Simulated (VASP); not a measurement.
# Si2Mo (MoSi2 type) (I4/mmm) in VASP: notebook

The runs below take Si2Mo (MoSi2 type) through single point, relaxation of shape and atoms at fixed volume, with LDA.

All numbers are computed with VASP 6.6.1; they aren't measurements. Logs are shortened: lines on timing, memory, paths and dates and some standing lists are left out, and cuts for length are marked.

**1. The cell of the first run**

It takes space group I4/mmm (No. 139, tetragonal). Conventional cell: a = 3.032 Å, b = 3.032 Å, c = 7.501 Å, α = 90.00°, β = 90.00°, γ = 90.00°. Within 3.3 Å of Mo (site symmetry 4/mmm) lie 10 Si at 2.48 to 2.50 Å and 4 Mo at 3.03 Å. Si (site symmetry 4mm) has 5 Mo at 2.48 to 2.50 Å and 9 Si at 2.48 to 3.03 Å within 3.3 Å.

**2. Single point, LDA (11.49 Å³/atom)**

Contents of INCAR:

```
ALGO = Normal ; EDIFF = 1E-7
ENCUT = 520 ; GGA = CA
ISIF = 2 ; ISMEAR = -1
LASPH = True ; LCHARG = False
LREAL = False ; LWAVE = False
NBANDS = 18 ; NELM = 100
PREC = Accurate ; SIGMA = 0.05
```

Contents of KPOINTS:

```
k-points
0
Gamma
  15 15 15
```

Contents of POSCAR:

```
Si2Mo
1.0
   -1.5159703338      1.5159703338      3.7506184361
    1.5159703338     -1.5159703338      3.7506184361
    1.5159703338      1.5159703338     -3.7506184361
Mo Si
1 2
Direct
    0.0000000000      0.0000000000      0.0000000000
    0.3334819966      0.3334819966      0.0000000000
   -0.3334819966     -0.3334819966      0.0000000000
```

Potentials or basis: VASP PAW LDA potentials, release 64 (Mo_sv, Si).

The run is started by

```console
$ cat potpaw_LDA.64/Mo_sv/POTCAR potpaw_LDA.64/Si/POTCAR > POTCAR
$ mpirun -np 1 vasp_std > vasp.out
```

OUTCAR:

```text
EDIFF = 1E-7
   ENCUT = 520
   GGA = CA
   ISIF = 2
   ISMEAR = -1
   LASPH = True
   LREAL = False
   NELM = 100
   PREC = Accurate

 ion  position               nearest neighbor table
   1  0.000  0.000  0.000-   3 2.48   3 2.48   3 2.48   2 2.48   3 2.48   2 2.48   2 2.48   2 2.48
                             2 2.50   3 2.50
   2  0.333  0.333  0.000-   1 2.48   1 2.48   1 2.48   1 2.48   3 2.48   3 2.48   3 2.48   3 2.48
                             3 2.50   1 2.50
   3  0.667  0.667  0.000-   1 2.48   1 2.48   1 2.48   1 2.48   2 2.48   2 2.48   2 2.48   2 2.48
                             2 2.50   1 2.50

  LATTYP: Found a body centered tetragonal cell.
 ALAT       =     3.0319406676
 C/A-ratio  =     2.4740711295

  Lattice vectors:

 A1 = (  -1.5159703338,   1.5159703338,   3.7506184361)
 A2 = (   1.5159703338,  -1.5159703338,   3.7506184361)
 A3 = (   1.5159703338,   1.5159703338,  -3.7506184361)

Analysis of symmetry for initial positions (statically):
=====================================================================
 Subroutine PRICEL returns:
 Original cell was already a primitive cell.

 Routine SETGRP: Setting up the symmetry group for a
 body centered tetragonal supercell.

 Subroutine GETGRP returns: Found 16 space group operations
 (whereof 16 operations were pure point group operations)
 out of a pool of 16 trial point group operations.

The static configuration has the point symmetry D_4h.

Analysis of symmetry for dynamics (positions and initial velocities):
=====================================================================
 Subroutine PRICEL returns:
 Original cell was already a primitive cell.

 Routine SETGRP: Setting up the symmetry group for a
 body centered tetragonal supercell.

 Subroutine GETGRP returns: Found 16 space group operations
 (whereof 16 operations were pure point group operations)
 out of a pool of 16 trial point group operations.

The dynamic configuration has the point symmetry D_4h.

 Subroutine INISYM returns: Found 16 space group operations
 (whereof 16 operations are pure point group operations),
 and found     1 'primitive' translations

----------------------------------------------------------------------------------------

                                     Primitive cell

  volume of cell :      34.4782

  direct lattice vectors                    reciprocal lattice vectors
    -1.515970334  1.515970334  3.750618436     0.000000000  0.329821758  0.133311348
     1.515970334 -1.515970334  3.750618436     0.329821758  0.000000000  0.133311348
     1.515970334  1.515970334 -3.750618436     0.329821758  0.329821758  0.000000000

  length of vectors
     4.320123929  4.320123929  4.320123929     0.355744722  0.355744722  0.466438403

  position of ions in fractional coordinates (direct lattice)
     0.000000000  0.000000000  0.000000000
     0.333481997  0.333481997  0.000000000
     0.666518003  0.666518003  0.000000000

  ion indices of the primitive-cell ions
   primitive index   ion index
                 1           1
                 2           2
                 3           3

----------------------------------------------------------------------------------------

 KPOINTS: k-points

Automatic generation of k-mesh.
 Grid dimensions read from file:
 generate k-points for:   15   15   15

 Generating k-lattice:

  Cartesian coordinates                     Fractional coordinates (reciprocal lattice)
     0.000000000  0.021988117  0.008887423     0.066666667  0.000000000 -0.000000000
     0.021988117  0.000000000  0.008887423     0.000000000  0.066666667 -0.000000000
     0.021988117  0.021988117  0.000000000     0.000000000  0.000000000  0.066666667

  Length of vectors
     0.023716315  0.023716315  0.031095894

  Shift w.r.t. Gamma in fractional coordinates (k-lattice)
     0.000000000  0.000000000  0.000000000

 Subroutine IBZKPT returns following result:
 ===========================================

 Found    288 irreducible k-points:

 Following reciprocal coordinates:
            Coordinates               Weight
  0.000000  0.000000  0.000000      1.000000
  0.066667  0.000000 -0.000000      8.000000
  0.133333  0.000000 -0.000000      8.000000
  0.200000  0.000000  0.000000      8.000000
  0.266667  0.000000 -0.000000      8.000000
  0.333333  0.000000 -0.000000      8.000000
[... 16 lines left out ...]
  0.133333  0.133333 -0.000000      8.000000
  0.200000  0.133333 -0.000000     16.000000
 [... further k-points ...]
   k-points           NKPTS =    288   k-points in BZ     NKDIM =    288   number of bands    NBANDS=     18
   number of dos      NEDOS =    301   number of ions     NIONS =      3
   total plane-waves  NPLWV =  32768
   dimension x,y,z NGX =    32 NGY =   32 NGZ =   32
   dimension x,y,z NGXF=    64 NGYF=   64 NGZF=   64
   ions per type =               1   2
   NGX,Y,Z   is equivalent  to a cutoff of  12.31, 12.31, 12.31 a.u.
[... 102 lines left out ...]
  band No.  band energies     occupation
      1     -45.5056      2.00000
      2     -19.9996      2.00000
      3     -19.9554      2.00000
      4     -19.7712      2.00000
      5       0.8791      2.00000
      6       7.4503      2.00000
[... 10 lines left out ...]
     17      22.0685      0.00000
     18      23.4289      0.00000

 k-point     5 :       0.2667    0.0000   -0.0000
  band No.  band energies     occupation
      1     -45.4972      2.00000
      2     -20.0555      2.00000
      3     -19.9906      2.00000
      4     -19.7617      2.00000
      5       1.4780      2.00000
      6       7.1617      2.00000
[... 10 lines left out ...]
     17      22.9758      0.00000
     18      24.3567      0.00000

 k-point     6 :       0.3333    0.0000   -0.0000
  band No.  band energies     occupation
      1     -45.4891      2.00000
      2     -20.1483      2.00000
      3     -19.9833      2.00000
      4     -19.7525      2.00000
      5       2.2018      2.00000
      6       6.5180      2.00000
[... 10 lines left out ...]
     17      22.7346      0.00000
     18      24.8141      0.00000

 k-point     7 :       0.4000    0.0000   -0.0000
  band No.  band energies     occupation
      1     -45.4828      2.00000
      2     -20.2201      2.00000
      3     -19.9775      2.00000
      4     -19.7454      2.00000
      5       3.0149      2.00000
      6       5.7277      2.00000
[... 10 lines left out ...]
     17      22.2634      0.00000
     18      23.7372      0.00000

 k-point     8 :       0.4667    0.0000    0.0000
  band No.  band energies     occupation
      1     -45.4793      2.00000
      2     -20.2591      2.00000
      3     -19.9742      2.00000
      4     -19.7415      2.00000
      5       3.8437      2.00000
      6       4.9129      2.00000
[... 10 lines left out ...]
     17      22.0271      0.00000
     18      22.7511      0.00000
[... 229 lines left out ...]
     17      22.6411      0.00000
     18      23.5109      0.00000

 k-point    20 :      -0.2000    0.0667    0.0000
  band No.  band energies     occupation
      1     -45.5040      2.00000
      2     -19.9948      2.00000
      3     -19.9531      2.00000
      4     -19.7917      2.00000
      5       0.8900      2.00000
      6       7.7412      2.00000
[... 10 lines left out ...]
     17      21.6449      0.00000
     18      23.4802      0.00000

 k-point    21 :      -0.1333    0.0667    0.0000
  band No.  band energies     occupation
      1     -45.5113      2.00000
      2     -20.0020      2.00000
      3     -19.8663      2.00000
      4     -19.8003      2.00000
      5       0.4687      2.00000
      6       7.6342      2.00000
[... 10 lines left out ...]
     17      21.0075      0.00000
     18      22.2900      0.00000

 k-point    22 :      -0.0667    0.0667    0.0000
  band No.  band energies     occupation
      1     -45.5162      2.00000
      2     -20.0075      2.00000
      3     -19.8082      2.00000
      4     -19.8045      2.00000
      5       0.2200      2.00000
      6       7.4691      2.00000
[... 10 lines left out ...]
     17      20.8231      0.00000
     18      21.3927      0.00000

 k-point    23 :       0.1333    0.1333   -0.0000
  band No.  band energies     occupation
      1     -45.5062      2.00000
      2     -20.0031      2.00000
      3     -19.8658      2.00000
      4     -19.8541      2.00000
      5       0.8898      2.00000
      6       7.1836      2.00000
[... 10 lines left out ...]
     17      22.2277      0.00000
     18      22.2394      0.00000

 k-point    24 :       0.2000    0.1333   -0.0000
  band No.  band energies     occupation
      1     -45.4989      2.00000
      2     -19.9976      2.00000
      3     -19.9462      2.00000
      4     -19.8501      2.00000
      5       1.3620      2.00000
      6       7.0716      2.00000
[... 10 lines left out ...]
     17      22.0124      0.00000
     18      23.3810      0.00000

 [... further k-points ...]

------------------------ aborting loop because EDIFF is reached ----------------------------------------

  FORCE on cell =-STRESS in cart. coord.  units (eV):
  Direction    XX          YY          ZZ          XY          YZ          ZX
  --------------------------------------------------------------------------------------
  -------------------------------------------------------------------------------------
  Total        8.3820624      8.3820624      8.4067832      0.0000000     -0.0000000      0.0000000
  in kB      389.5087279    389.5087279    390.6574837      0.0000000     -0.0000000      0.0000000
  external PRESSURE =     389.8916465 kB  Pullay stress =       0.0000000 kB

 VOLUME and BASIS-vectors are now :
 -----------------------------------------------------------------------------
  energy-cutoff  :      520.00
  volume of cell :       34.48
      direct lattice vectors                 reciprocal lattice vectors
    -1.515970334  1.515970334  3.750618436     0.000000000  0.329821758  0.133311348
     1.515970334 -1.515970334  3.750618436     0.329821758  0.000000000  0.133311348
     1.515970334  1.515970334 -3.750618436     0.329821758  0.329821758  0.000000000

 POSITION                                       TOTAL-FORCE (eV/Angst)
 -----------------------------------------------------------------------------------
      0.00000      0.00000      0.00000         0.000000      0.000000      0.000000
      0.00000      0.00000      2.50153        -0.000000     -0.000000     -0.017317
      0.00000      0.00000      4.99971         0.000000      0.000000      0.017317
 -----------------------------------------------------------------------------------
    total drift:                                0.000000     -0.000000     -0.000000

  FREE ENERGIE OF THE ION-ELECTRON SYSTEM (eV)
  ---------------------------------------------------
  free  energy   TOTEN  =       -25.2966000090 eV

  energy  without entropy=      -25.2944396775  energy(sigma->0) =      -25.29551984
```

Wall time 77 s (1 thread of Intel Xeon 6975P-C (Granite Rapids), shared host); peak memory 0.28 GiB.

What came out:

| Item | Value |
| --- | --- |
| Free energy | -25.2966 eV |
| Pressure | 39.0 GPa |
| Largest force | 0.017 eV/Å |
| Band gap on the k mesh | zero (bands 11 and 12 overlap by 1.07 eV) |

Forces on the atoms (eV/Å):
```
Mo   0.000  0.000  0.000
Si   0.000  0.000 -0.017
Si   0.000  0.000  0.017
```

Levels at points of the mesh, in eV from the Fermi level:
```csv
k point,band 8,band 9,band 10,band 11,band 12,band 13,band 14,band 15
"(0.00, 0.00, 0.00)",-3.28,-3.05,-3.05,0.53,2.61,4.18,4.18,4.18
```

Caveat: the cell stands under pressure.

**3. Single point, LDA**

This run uses another cell than the first one, of 12.28 Å³/atom.

Contents of INCAR:

```
ALGO = Normal
EDIFF = 1E-6
ENCUT = 520
GGA = CA
ISIF = 2
ISMEAR = -1
LASPH = True
LCHARG = False
LREAL = False
LWAVE = False
NBANDS = 18
NELM = 80
PREC = Accurate
SIGMA = 0.05
```

KPOINTS is that of step 2.

Contents of POSCAR:

```
Si2Mo
1.0
   -1.5523776591      1.5523776591      3.8206275473
    1.5523776591     -1.5523776591      3.8206275473
    1.5523776591      1.5523776591     -3.8206275473
Mo Si
1 2
Direct
    0.0000000000      0.0000000000      0.0000000000
    0.3343302157      0.3343302157      0.0000000000
   -0.3343302157     -0.3343302157      0.0000000000
```

Potentials or basis: VASP PAW LDA potentials, release 64 (Mo_sv, Si).

The run is started by

```console
$ cat potpaw_LDA.64/Mo_sv/POTCAR potpaw_LDA.64/Si/POTCAR > POTCAR
$ mpirun -np 1 vasp_std > vasp.out
```

Run time: 1.9 min. Hardware: 1 thread of Intel Xeon 6975P-C (Granite Rapids), shared host; peak memory 0.3 GiB.

The run converged. Its results:

* Free energy: -25.6976 eV
* Pressure: 16.7 GPa
* Largest force: 0.014 eV/Å
* Band gap on the k mesh: zero (bands 11 and 12 overlap by 0.99 eV)

Forces in eV/Å, atoms in the order of the input:
```
Mo   0.000  0.000  0.000
Si   0.000  0.000 -0.014
Si   0.000  0.000  0.014
```

Levels at points of the mesh, in eV from the Fermi level:
```csv
k point,band 8,band 9,band 10,band 11,band 12,band 13,band 14,band 15
"(0.00, 0.00, 0.00)",-3.32,-2.85,-2.85,0.46,2.91,3.70,3.86,3.86
```

Caveat: the cell stands under pressure.

**4. Single point, LDA (12.28 Å³/atom)**

This run uses another cell than the first one, of 12.28 Å³/atom.

Contents of INCAR:

```
SYSTEM = Si2Mo
ALGO = Normal ; EDIFF = 1E-6
ENCUT = 520 ; ISIF = 2
ISMEAR = -1 ; LASPH = .TRUE.
LCHARG = .TRUE. ; LELF = .TRUE.
LREAL = .FALSE. ; LVHAR = .TRUE.
LWAVE = .FALSE. ; NBANDS = 18
NELM = 100 ; PREC = Accurate
SIGMA = 0.05
```

Contents of KPOINTS:

```
k-points
0
G
  15 15 15
  0 0 0
```

Contents of POSCAR:

```
Si2Mo
1.0
   -1.5523776592      1.5523776592      3.8206275473
    1.5523776592     -1.5523776592      3.8206275473
    1.5523776592      1.5523776592     -3.8206275473
Mo Si
1 2
Direct
    0.0000000000      0.0000000000      0.0000000000
    0.3343302157      0.3343302157      0.0000000000
   -0.3343302157     -0.3343302157      0.0000000000
```

The run is started by

```console
$ cat potpaw_LDA.64/Mo_sv/POTCAR potpaw_LDA.64/Si/POTCAR > POTCAR
$ mpirun -np 1 vasp_std > vasp.out
```

Wall time 2.5 min (1 thread of Intel Xeon 6975P-C (Granite Rapids), shared host); peak memory 0.3 GiB.

The run converged. Its results:

| Property | Result |
| --- | --- |
| Free energy | -25.6976 eV |
| Pressure | 16.7 GPa |
| Largest force | 0.014 eV/Å |
| Band gap on the k mesh | zero (bands 11 and 12 overlap by 0.99 eV) |

Forces in eV/Å, atoms in the order of the input:
```
Mo   0.000  0.000  0.000
Si   0.000  0.000 -0.014
Si   0.000  0.000  0.014
```

Levels at points of the mesh, in eV from the Fermi level:
```csv
k point,band 7,band 8,band 9,band 10,band 11,band 12,band 13,band 14,band 15,band 16
"(0.00, 0.00, 0.00)",-3.50,-3.32,-2.85,-2.85,0.46,2.91,3.70,3.86,3.86,4.51
```

Caveat: the cell stands under pressure.

**5. Single point, LDA**

This run uses another cell than the first one, of 13.06 Å³/atom.

Contents of INCAR:

```
SYSTEM = Si2Mo
PREC     = Accurate       ! precision mode
ENCUT    = 520            ! plane-wave cutoff, eV
EDIFF    = 1E-7           ! SCF threshold, eV
ISMEAR   = -1             ! smearing method
SIGMA    = 0.05           ! smearing width, eV
LREAL    = .FALSE.        ! projectors in reciprocal space
LASPH    = .TRUE.         ! aspherical terms in the spheres
NELM     = 80             ! most SCF steps
ALGO     = Normal         ! electronic algorithm
ISIF     = 2              ! what is computed and relaxed
LWAVE    = .FALSE.        ! write WAVECAR
LCHARG   = .TRUE.         ! write CHGCAR
GGA      = CA             ! functional
LELF     = .TRUE.         ! ELF
LVHAR    = .TRUE.       
NBANDS   = 18             ! bands
```

Contents of KPOINTS:

```
regular mesh
0
G
  15 15 15
  0 0 0
```

Contents of POSCAR:

```
Si2Mo
1.0
   -1.5870619610      1.5870619610      3.8887842763
    1.5870619610     -1.5870619610      3.8887842763
    1.5870619610      1.5870619610     -3.8887842763
Mo Si
1 2
Direct
    0.0000000000      0.0000000000      0.0000000000
    0.3352347194      0.3352347194      0.0000000000
   -0.3352347194     -0.3352347194      0.0000000000
```

The run is started by

```console
$ cat potpaw_LDA.64/Mo_sv/POTCAR potpaw_LDA.64/Si/POTCAR > POTCAR
$ mpirun -np 1 vasp_std > vasp.out
```

Run time: 2.5 min. Hardware: 1 thread of Intel Xeon 6975P-C (Granite Rapids), shared host; peak memory 0.31 GiB.

The run converged. Its results:

- Free energy: -25.8197 eV
- Pressure: 0.7 GPa
- Largest force: 0.012 eV/Å
- Band gap on the k mesh: zero (bands 11 and 12 overlap by 0.91 eV)

Forces in eV/Å, atoms in the order of the input:
```
Mo   0.000  0.000  0.000
Si   0.000  0.000 -0.012
Si   0.000  0.000  0.012
```

Levels at points of the mesh, in eV from the Fermi level:
```csv
k point,band 8,band 9,band 10,band 11,band 12,band 13,band 14,band 15
"(0.00, 0.00, 0.00)",-3.21,-2.67,-2.67,0.39,3.18,3.30,3.59,3.59
```

**6. Relaxation of shape and atoms at fixed volume, LDA**

This run uses another cell than the first one, of 10.45 Å³/atom.

Contents of INCAR:

```
PREC = Accurate
ENCUT = 600
EDIFF = 1E-7
ISMEAR = -1
SIGMA = 0.05
LREAL = False
LASPH = True
NELM = 100
ALGO = Normal
ISIF = 4
LWAVE = False
LCHARG = False
IBRION = 2
NSW = 50
EDIFFG = -0.005
```

Contents of KPOINTS:

```
regular mesh
0
Gamma
  15 15 15
```

Contents of POSCAR:

```
Si2Mo
1.0
   -1.4732978153      1.4732978153      3.6100275347
    1.4732978153     -1.4732978153      3.6100275347
    1.4732978153      1.4732978153     -3.6100275347
Mo Si
1 2
Direct
    0.0000000000      0.0000000000      0.0000000000
    0.3352347194      0.3352347194      0.0000000000
   -0.3352347194     -0.3352347194      0.0000000000
```

Potentials or basis: VASP PAW LDA potentials, release 64 (Mo_sv, Si).

The run is started by

```console
$ cat potpaw_LDA.64/Mo_sv/POTCAR potpaw_LDA.64/Si/POTCAR > POTCAR
$ mpirun -np 1 vasp_std > vasp.out
```

It took 6 min on 1 thread of Intel Xeon 6975P-C (Granite Rapids), shared host; peak memory 0.3 GiB.

Results (log left out):

| Property | Result |
| --- | --- |
| Free energy | -24.1394 eV |
| Energy gained by relaxing | 9.4 meV/atom |
| Ionic steps | 7 |
| Pressure after relaxing | 82.4 GPa |
| Largest force after relaxing | 0.003 eV/Å |
| Band gap on the k mesh | zero (bands 11 and 12 overlap by 1.19 eV) |

Forces on the atoms (eV/Å):
```
Mo   0.000  0.000  0.000
Si   0.000  0.000  0.003
Si   0.000  0.000 -0.003
```

Step by step:
| step | energy change (eV) | largest force (eV/Å) | pressure (GPa) | volume (Å³) |
| --- | --- | --- | --- | --- |
| 1 | 0.0000 | 0.7100 | 83.81 | 31.34 |
| 2 | -0.0114 | 0.3614 | 81.48 | 31.34 |
| 3 | -0.0280 | 0.0737 | 82.39 | 31.34 |
| 4 | -0.0280 | 0.0847 | 82.41 | 31.34 |
| 5 | -0.0281 | 0.0541 | 82.43 | 31.34 |
| 6 | -0.0283 | 0.0097 | 82.42 | 31.34 |
| 7 | -0.0283 | 0.0032 | 82.40 | 31.34 |

Final structure:
```xyz
3
Lattice="-1.4642 1.4642 3.6552 1.4642 -1.4642 3.6552 1.4642 1.4642 -3.6552" Properties=species:S:1:pos:R:3 pbc="T T T"
Mo    0.0000    0.0000    0.0000
Si    0.0000    0.0000    2.4290
Si    0.0000    0.0000    4.8814
```

Levels at points of the mesh, in eV from the Fermi level:
```tsv
k point	band 7	band 8	band 9	band 10	band 11	band 12	band 13	band 14	band 15
(0.00, 0.00, 0.00)	-4.42	-3.33	-3.33	-3.22	0.67	2.12	4.69	4.69	4.94
```

**7. Overview**

```csv
task,cell,cutoff (eV),gap on the mesh (eV),pressure (GPa),largest force (eV/Å)
single point,"a = 4.320 Å, angles 138.9, 138.9, 59.5°, 3 atoms, atomic positions A",520,none,39.0,0.02
single point,"a = 4.406 Å, angles 138.7, 138.7, 59.8°, 3 atoms, atomic positions B",520,none,16.7,0.01
single point,"a = 4.490 Å, angles 138.6, 138.6, 60.0°, 3 atoms, atomic positions C",520,none,0.7,0.01
relaxation of shape and atoms at fixed volume,"relaxed from a = 4.168 Å, angles 138.6, 138.6, 60.0°, 3 atoms, atomic positions C",600,none,82.4,-
```

Alike in all rows: level LDA; potentials or basis VASP PAW LDA potentials, release 64 (Mo_sv, Si); no spin polarisation; k mesh 15 × 15 × 15; smearing fermi-dirac 0.05 eV.

Caveats: the cell stands under pressure (at least some runs).

Total energies depend on the potentials used, so only differences within one code and one set of settings carry meaning.
